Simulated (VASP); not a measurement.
# La (P6/mmm) in VASP: single point with PBE

Aim: the single point of La with PBE.

All numbers are computed with VASP 6.6.1; they aren't measurements. Logs are shortened: lines on timing, memory, paths and dates and some standing lists are left out, and cuts for length are marked.

### 1 The cell of the first run

It takes space group P6/mmm (No. 191, hexagonal). The conventional cell has a = 5.873 Å, b = 5.873 Å, c = 3.574 Å, α = 90.00°, β = 90.00°, γ = 120.00°. La (site symmetry 6/mmm) has 14 La at 3.57 to 3.83 Å within 4.7 Å. Within 4.5 Å of La (site symmetry -6m2) lie 11 La at 3.39 to 3.83 Å.

This isn't the form of La at room conditions, which is double hcp.

### 2 Single point, PBE, collinear spin (35.59 Å³/atom)

File INCAR:

```
SYSTEM = La
ALGO = Normal
EDIFF = 1E-6
ENCUT = 520
GGA = PE
ISIF = 2
ISMEAR = -1
ISPIN = 2
LASPH = .TRUE.
LCHARG = .FALSE.
LMAXMIX = 6
LORBIT = 11
LREAL = .FALSE.
LWAVE = .FALSE.
MAGMOM = 1 1 1
NBANDS = 28
NELM = 150
PREC = Accurate
SIGMA = 0.05
```

File KPOINTS:

```
k-points
0
G
  8 8 12
  0 0 0
```

File POSCAR:

```
La
1.0
    5.8731588401      0.0000000000      0.0000000000
   -2.9365794200      5.0863047560      0.0000000000
    0.0000000000      0.0000000000      3.5743693700
La
3
Direct
    1.0000000000      0.0000000000      0.0000000000
    0.3333333333      0.6666666667      0.5000000000
    0.6666666667      0.3333333333      0.5000000000
```

Potentials or basis: VASP PAW PBE potentials, release 64 (La).

Launch:

```bash
$ cat potpaw_PBE.64/La/POTCAR > POTCAR
$ mpirun -np 1 vasp_std > vasp.out
```

OUTCAR:

```text
SYSTEM = La
   EDIFF = 1E-6
   ENCUT = 520
   GGA = PE
   ISIF = 2
   ISMEAR = -1
   ISPIN = 2
   LASPH = .TRUE.
   LORBIT = 11
   LREAL = .FALSE.
   NELM = 150
   PREC = Accurate

 ion  position               nearest neighbor table
   1  0.000  0.000  0.000-
   2  0.333  0.667  0.500-   3 3.39   3 3.39   3 3.39
   3  0.667  0.333  0.500-   2 3.39   2 3.39   2 3.39

  LATTYP: Found a hexagonal cell.
 ALAT       =     5.8731588401
 C/A-ratio  =     0.6085940236

  Lattice vectors:

 A1 = (   5.8731588401,   0.0000000000,   0.0000000000)
 A2 = (  -2.9365794200,   5.0863047560,   0.0000000000)
 A3 = (   0.0000000000,   0.0000000000,   3.5743693700)

Analysis of symmetry for initial positions (statically):
=====================================================================
 Subroutine PRICEL returns:
 Original cell was already a primitive cell.

 Routine SETGRP: Setting up the symmetry group for a
 hexagonal supercell.

 Subroutine GETGRP returns: Found 24 space group operations
 (whereof 24 operations were pure point group operations)
 out of a pool of 24 trial point group operations.

The static configuration has the point symmetry D_6h.

Analysis of symmetry for dynamics (positions and initial velocities):
=====================================================================
 Subroutine PRICEL returns:
 Original cell was already a primitive cell.

 Routine SETGRP: Setting up the symmetry group for a
 hexagonal supercell.

 Subroutine GETGRP returns: Found 24 space group operations
 (whereof 24 operations were pure point group operations)
 out of a pool of 24 trial point group operations.

The dynamic configuration has the point symmetry D_6h.

Analysis of structural, dynamic, and magnetic symmetry:
=====================================================================
 Subroutine PRICEL returns:
 Original cell was already a primitive cell.

 Routine SETGRP: Setting up the symmetry group for a
 hexagonal supercell.

 Subroutine GETGRP returns: Found 24 space group operations
 (whereof 24 operations were pure point group operations)
 out of a pool of 24 trial point group operations.

The overall configuration has the point symmetry D_6h.

 Subroutine INISYM returns: Found 24 space group operations
 (whereof 24 operations are pure point group operations),
 and found     1 'primitive' translations

----------------------------------------------------------------------------------------

                                     Primitive cell

  volume of cell :     106.7760

  direct lattice vectors                    reciprocal lattice vectors
     5.873158840  0.000000000  0.000000000     0.170266125  0.098303193  0.000000000
    -2.936579420  5.086304756  0.000000000     0.000000000  0.196606387  0.000000000
     0.000000000  0.000000000  3.574369370     0.000000000  0.000000000  0.279769631

  length of vectors
     5.873158840  5.873158840  3.574369370     0.196606387  0.196606387  0.279769631

  position of ions in fractional coordinates (direct lattice)
     0.000000000  0.000000000  0.000000000
     0.333333333  0.666666667  0.500000000
     0.666666667  0.333333333  0.500000000

  ion indices of the primitive-cell ions
   primitive index   ion index
                 1           1
                 2           2
                 3           3

----------------------------------------------------------------------------------------

 KPOINTS: k-points

Automatic generation of k-mesh.
 Grid dimensions read from file:
 generate k-points for:    8    8   12

 Generating k-lattice:

  Cartesian coordinates                     Fractional coordinates (reciprocal lattice)
     0.021283266  0.012287899  0.000000000     0.125000000  0.000000000  0.000000000
     0.000000000  0.024575798  0.000000000     0.000000000  0.125000000  0.000000000
     0.000000000  0.000000000  0.023314136     0.000000000  0.000000000  0.083333333

  Length of vectors
     0.024575798  0.024575798  0.023314136

  Shift w.r.t. Gamma in fractional coordinates (k-lattice)
     0.000000000  0.000000000  0.000000000

 Subroutine IBZKPT returns following result:
 ===========================================

 Found     70 irreducible k-points:

 Following reciprocal coordinates:
            Coordinates               Weight
  0.000000  0.000000  0.000000      1.000000
  0.125000  0.000000  0.000000      6.000000
  0.250000  0.000000  0.000000      6.000000
  0.375000  0.000000  0.000000      6.000000
  0.500000  0.000000  0.000000      3.000000
  0.125000  0.125000  0.000000      6.000000
[... 16 lines left out ...]
  0.250000  0.000000  0.166667     12.000000
  0.375000  0.000000  0.166667     12.000000
 [... further k-points ...]
   k-points           NKPTS =     70   k-points in BZ     NKDIM =     70   number of bands    NBANDS=     28
   number of dos      NEDOS =    301   number of ions     NIONS =      3
   total plane-waves  NPLWV =  64512
   dimension x,y,z NGX =    48 NGY =   48 NGZ =   28
   dimension x,y,z NGXF=    96 NGYF=   96 NGZF=   56
   ions per type =               3
   NGX,Y,Z   is equivalent  to a cutoff of  13.59, 13.59, 13.02 a.u.
   NGXF,Y,Z  is equivalent  to a cutoff of  27.17, 27.17, 26.05 a.u.
 SYSTEM =  La
   PREC   = accura    normal or accurate (medium, high low for compatibility)
   ISTART =      0    job   : 0-new  1-cont  2-samecut
   ICHARG =      2    charge: 1-file 2-atom 10-const
   ISPIN  =      2    spin polarized calculation?
   LNONCOLLINEAR =      F non collinear calculations
   LSORBIT =      F    spin-orbit coupling
   LASPH  =      T    aspherical Exc in radial PAW
   ENCUT  =  520.0 eV  38.22 Ry    6.18 a.u.  10.92 10.92  6.65*2*pi/ulx,y,z
   NELM   =    150;   NELMIN=  2; NELMDL= -5     # of ELM steps
   EDIFF  = 0.1E-05   stopping-criterion for ELM
   LREAL  =      F    real-space projection
   EDIFFG = 0.1E-04   stopping-criterion for IOM
   NSW    =      0    number of steps for IOM
   IBRION =     -1    ionic relax: 0-MD 1-quasi-New 2-CG
   NFREE  =      0    steps in history (QN), initial steepest desc. (CG)
   ISIF   =      2    stress and relaxation
   ISYM   =      2    0-nonsym 1-usesym 2-fastsym
   POTIM  = 0.5000    time-step for ionic-motion
   TEBEG  =    0.0;   TEEND  =   0.0 temperature during run
   PSTRESS=    0.0 pullay stress
   NELECT =      33.0000    total number of electrons
   NUPDOWN=      -1.0000    fix difference up-down
   EMIN   =  10.00;   EMAX   =-10.00  energy-range for DOS
   EFERMI =   0.00;   METHOD = LEGACY
   ISMEAR =    -1;   SIGMA  =   0.05  broadening in eV -4-tet -1-fermi 0-gaus
   EFERMI_NEDOS =   21; number of points for ismear=-14 and -15
   IALGO  =     38    algorithm
   IMIX   =      4    mixing-type and parameters
     AMIX     =   0.40;   BMIX     =  1.00
     AMIX_MAG =   1.60;   BMIX_MAG =  1.00
  volume/ion in A,a.u.               =      35.59       240.19
  Fermi-wavevector in a.u.,A,eV,Ry     =   1.106849  2.091641 16.668691  1.225114
  Thomas-Fermi vector in A             =   2.243355
   LORBIT       =     11    0 simple, 1 ext, 2 COOP (PROOUT), +10 PAW based schemes
   GGA     = PE    functional components
   LHFCALC =     F    Hartree Fock is set to
   AEXX    =    0.0000 exact exchange contribution
   IVDW    =     0    specifies the selected vdW correction
   LEPSILON=     F    determine dielectric tensor
   LRPA    =     F    only Hartree local field effects (RPA)
 spin polarized calculation
  energy-cutoff  :      520.00
  volume of cell :      106.78
 maximum number of plane-waves:      2893
 NGX is ok and might be reduce to    48
   NGX = 21   NGY = 21   NGZ = 13

 number of electron      33.0000001 magnetization      -0.0080839

 number of electron      33.0000001 magnetization       0.0003290

 Free energy of the ion-electron system (eV)
  ---------------------------------------------------
  ext. energy  EPLUGINS =         0.00000000
  ---------------------------------------------------
  free energy    TOTEN  =       -14.56461794 eV

  energy without entropy =      -14.52944214  energy(sigma->0) =      -14.54703004

 E-fermi :   8.2397     XC(G=0):  -9.7309

 val. band max:        8.2387383986   @ k =   0.3750   0.2500   0.0833
 cond. band min:       8.2445875448   @ k =   0.2500   0.0000   0.0000
 fundamental gap:      0.0058491462
 Fermi energy:         8.2396785614

 spin component 1

 k-point     1 :       0.0000    0.0000    0.0000
  band No.  band energies     occupation
      1     -24.6015      1.00000
      2     -24.3291      1.00000
      3     -24.2620      1.00000
      4      -8.7645      1.00000
      5      -8.7645      1.00000
      6      -8.4278      1.00000
[... 20 lines left out ...]
     27      10.1747      0.00000
     28      10.1866      0.00000
[... 683 lines left out ...]
 k-point    24 :       0.3750    0.0000    0.1667
  band No.  band energies     occupation
      1     -24.4684      1.00000
      2     -24.3478      1.00000
      3     -24.3017      1.00000
      4      -8.9806      1.00000
      5      -8.6575      1.00000
      6      -8.2100      1.00000
[... 20 lines left out ...]
     27      10.1810      0.00000
     28      10.2578      0.00000

 [... further k-points ...]

 spin component 2

 k-point     1 :       0.0000    0.0000    0.0000
  band No.  band energies     occupation
      1     -24.6014      1.00000
      2     -24.3291      1.00000
      3     -24.2619      1.00000
      4      -8.7645      1.00000
      5      -8.7645      1.00000
      6      -8.4277      1.00000
[... 20 lines left out ...]
     27      10.1630      0.00000
     28      10.1758      0.00000
[... 683 lines left out ...]
 k-point    24 :       0.3750    0.0000    0.1667
  band No.  band energies     occupation
      1     -24.4683      1.00000
      2     -24.3478      1.00000
      3     -24.3016      1.00000
      4      -8.9806      1.00000
      5      -8.6575      1.00000
      6      -8.2099      1.00000
[... 20 lines left out ...]
     27      10.2130      0.00000
     28      10.3289      0.00000

 [... further k-points ...]
[... 5 lines left out ...]
  --------------------------------------------------------------------------------------
  -------------------------------------------------------------------------------------
  Total        0.8470750      0.8470750      0.6751539      0.0000000     -0.0000000     -0.0000000
  in kB       12.7103904     12.7103904     10.1307088      0.0000000     -0.0000000     -0.0000000
  external PRESSURE =      11.8504965 kB  Pullay stress =       0.0000000 kB

 VOLUME and BASIS-vectors are now :
 -----------------------------------------------------------------------------
  energy-cutoff  :      520.00
  volume of cell :      106.78
      direct lattice vectors                 reciprocal lattice vectors
     5.873158840  0.000000000  0.000000000     0.170266125  0.098303193  0.000000000
    -2.936579420  5.086304756  0.000000000     0.000000000  0.196606387  0.000000000
     0.000000000  0.000000000  3.574369370     0.000000000  0.000000000  0.279769631

 POSITION                                       TOTAL-FORCE (eV/Angst)
 -----------------------------------------------------------------------------------
      0.00000      0.00000      0.00000         0.000000      0.000000     -0.000000
     -0.00000      3.39087      1.78718        -0.000000      0.000000      0.000000
      2.93658      1.69543      1.78718         0.000000     -0.000000     -0.000000
 -----------------------------------------------------------------------------------
    total drift:                               -0.000000      0.000000     -0.000000

  FREE ENERGIE OF THE ION-ELECTRON SYSTEM (eV)
  ---------------------------------------------------
  free  energy   TOTEN  =       -14.5646179393 eV

  energy  without entropy=      -14.5294421383  energy(sigma->0) =      -14.54703004

 total charge

# of ion       s       p       d       f       tot
--------------------------------------------------
    1        2.068   5.557   0.877   0.088   8.590
    2        2.064   5.547   0.955   0.094   8.660
    3        2.064   5.547   0.955   0.094   8.660
--------------------------------------------------
tot          6.195  16.650   2.788   0.275  25.909

 magnetization (x)

# of ion       s       p       d       f       tot
--------------------------------------------------
    1       -0.000   0.000   0.000   0.000   0.000
    2        0.000  -0.000  -0.000   0.000   0.000
    3        0.000  -0.000  -0.000   0.000   0.000
--------------------------------------------------
tot          0.000  -0.000   0.000   0.000   0.000
```

It took 6.9 min on 1 thread of Intel Xeon Platinum 8488C (Sapphire Rapids), shared host; peak memory 0.5 GiB.

What came out:

| Quantity | Value |
| --- | --- |
| Free energy | -14.5646 eV |
| Pressure | 1.2 GPa |
| Net moment | 0.00 μB per cell |
| Valence electrons inside the program's atomic spheres | La 8.59, 8.66 (each value once) |

Levels at points of the mesh, in eV from the Fermi level:
Spin up:
```tsv
k point	band 13	band 14	band 15	band 16	band 17	band 18	band 19	band 20	band 21	band 22
(0.00, 0.00, 0.00)	-3.09	-1.49	0.39	0.62	0.62	0.66	0.66	1.04	1.54	1.70
(0.50, 0.00, 0.00)	-1.85	-1.31	-1.20	-0.12	-0.11	0.15	0.39	1.31	1.47	1.75
(0.00, 0.00, 0.50)	-1.77	-1.77	-0.96	-0.96	-0.35	0.37	1.16	1.16	1.77	1.78
(0.50, 0.00, 0.50)	-1.58	-1.19	-1.14	-0.81	-0.01	0.41	0.61	1.02	1.41	1.64
```
Spin down:
| k point | band 15 | band 16 | band 17 | band 18 | band 19 | band 20 |
| --- | --- | --- | --- | --- | --- | --- |
| (0.00, 0.00, 0.00) | 0.39 | 0.62 | 0.62 | 0.66 | 0.66 | 1.04 |
| (0.50, 0.00, 0.00) | -1.20 | -0.12 | -0.11 | 0.15 | 0.39 | 1.31 |
| (0.00, 0.00, 0.50) | -0.96 | -0.96 | -0.35 | 0.37 | 1.16 | 1.16 |
| (0.50, 0.00, 0.50) | -1.14 | -0.81 | -0.01 | 0.41 | 0.61 | 1.02 |

Caveat: spin-orbit coupling is left out, which moves the levels of the heavy elements.
